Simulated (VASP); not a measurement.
Wanted: the native input for a VASP 6.6.1 run.

* Task: single point
* Functional: r2SCAN
* Potentials or basis: VASP PAW PBE potentials, release 64 (Bi_d, Te)
* Cutoff: 520 eV
* k mesh: 12 × 12 × 12
* Occupations: gaussian, width 0.1 eV
* Spin: no spin polarisation
* Dipole correction: no
* Further INCAR settings: ALGO = Normal; EDIFF = 1e-06; NBANDS = 18

Crystal: BiTe.

```xyz
2
Lattice="0.0000 3.2350 3.2350 3.2350 0.0000 3.2350 3.2350 3.2350 0.0000" Properties=species:S:1:pos:R:3 pbc="T T T"
Bi    0.0000    0.0000    0.0000
Te    3.2350    3.2350    3.2350
```

One way to write it, as run:

POSCAR

```
BiTe
1.0
    0.0000000000      3.2350000000      3.2350000000
    3.2350000000      0.0000000000      3.2350000000
    3.2350000000      3.2350000000      0.0000000000
Bi Te
1 1
Direct
    0.0000000000      0.0000000000      0.0000000000
    0.5000000000      0.5000000000      0.5000000000
```

INCAR.step1

```
ALGO = Normal
EDIFF = 1E-4
ENCUT = 520
GGA = PE
ISMEAR = 0
LASPH = T
LCHARG = F
LREAL = F
LWAVE = T
NBANDS = 18
NELM = 60
PREC = Accurate
SIGMA = 0.1
```

INCAR.step2

```
ALGO = Normal
EDIFF = 1E-6
ENCUT = 520
ISIF = 2
ISMEAR = 0
ISTART = 1
LASPH = T
LCHARG = T
LELF = T
LMIXTAU = T
LREAL = F
LVHAR = T
LWAVE = F
METAGGA = R2SCAN
NBANDS = 18
NELM = 60
PREC = Accurate
SIGMA = 0.1
```

KPOINTS

```
k-points
0
Gamma
  12 12 12
```

Potentials or basis: VASP PAW PBE potentials, release 64 (Bi_d, Te).

Run with:

```console
$ cat potpaw_PBE.64/Bi_d/POTCAR potpaw_PBE.64/Te/POTCAR > POTCAR
$ cp INCAR.step1 INCAR
$ mpirun -np 1 vasp_std > vasp.out
$ cp INCAR.step2 INCAR
$ mpirun -np 1 vasp_std > vasp.out
```

Results of the run:

```
Pressure : -0.1 GPa
```

Caveat: the PAW data sets were made with another functional, which shifts forces and pressure a little.

Run time: 2.8 min on 1 thread of Intel(R) Xeon(R) Platinum 8488C (Sapphire Rapids), on a shared host, peak memory 0.28 GiB.
